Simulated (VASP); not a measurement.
**C: single point with PBE**

C:

```xyz
2
Lattice="0.0000 1.7834 1.7834 1.7834 0.0000 1.7834 1.7834 1.7834 0.0000" Properties=species:S:1:pos:R:3 pbc="T T T"
C     2.6751    2.6751    2.6751
C     1.7834    1.7834    1.7834
```

```
Program             : VASP 6.6.1
Task                : single point
Functional          : PBE
Potentials or basis : VASP PAW PBE potentials, release 64 (C)
Cutoff              : 520 eV
k mesh              : 13 × 13 × 13
Occupations         : gaussian, width 0.013 eV
Spin                : no spin polarisation
```

```json
{
 "Pressure": "2.5 GPa",
 "Band gap on the k mesh": "4.14 eV, indirect (least direct gap 5.59 eV)"
}
```

Levels at points of the mesh, in eV from the valence-band top:
| k point | band 1 | band 2 | band 3 | band 4 | band 5 | band 6 | band 7 | band 8 |
| --- | --- | --- | --- | --- | --- | --- | --- | --- |
| (0.00, 0.00, 0.00) | -21.48 | 0.00 | 0.00 | 0.00 | 5.59 | 5.59 | 5.59 | 13.33 |

It took 15 s on 1 thread of AMD EPYC 7R13, on a shared host, peak memory 0.09 GiB.

A k mesh can miss the band edges. As with any semilocal functional, this PBE gap is likely too small.
